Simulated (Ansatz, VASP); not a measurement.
**Mg2Si in VASP and in Ansatz**

```xyz
3
Lattice="0.0000 3.1690 3.1690 3.1690 0.0000 3.1690 3.1690 3.1690 0.0000" Properties=species:S:1:pos:R:3 pbc="T T T"
Mg    1.5845    1.5845    1.5845
Mg    4.7535    4.7535    4.7535
Si    0.0000    0.0000    0.0000
```

Alike in both runs: task single point; functional PBE; k mesh 8 × 8 × 8; no spin polarisation.

|  | VASP | Ansatz |
| --- | --- | --- |
| version | VASP 6.6.1 | Ansatz 0.2.0 |
| potentials or method | VASP PAW PBE potentials, release 64 (Mg, Si) | plane waves, PAW |
| plane-wave cutoff (eV) | 600 | 420 |
| occupations | gaussian, width 0.01 eV | fixed |
| valence electrons in the cell | 8 | 24 |

Ansatz gave:

| Item | Value |
| --- | --- |
| gap on the k mesh at the Fermi level (eV) | 0.20 |
| pressure (GPa) | 0.7 |

Q: Which values does VASP return?

A: gap on the k mesh at the Fermi level (eV): 0.20; pressure (GPa): 0.6.

VASP's potentials hold 8 valence electrons a cell and Ansatz's 24, so a difference there can come from the potentials and not from the codes.
